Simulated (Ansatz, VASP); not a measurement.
# V: VASP beside Ansatz

```
CELL_PARAMETERS angstrom
-3.02870 3.02870 3.02870
1.51435 -1.51435 1.51435
1.51435 1.51435 -1.51435
ATOMIC_POSITIONS crystal
V 0.00000 0.00000 0.00000
V 0.50000 0.00000 0.00000
```

Alike in both runs: task single point; functional PBE; k mesh 13 × 13 × 13; collinear spin.

```csv
,VASP,Ansatz
version,VASP 6.6.1,Ansatz 0.2.0
potentials or method,"VASP PAW PBE potentials, release 64 (V_sv), cutoff 500 eV","plane waves, PAW"
occupations,"fermi-dirac, width 0.1 eV",fermi-dirac
valence electrons in the cell,26,26
```

|  | VASP | Ansatz | Ansatz less VASP |
| --- | --- | --- | --- |
| gap on the k mesh at the Fermi level (eV) | none | none | - |
| net moment per atom (μB) | 0.00 | 0.00 | 0.000 |

A gap of «none» marks a metal or a gap that the smearing closes. Ansatz's warnings: seeded moment not kept.
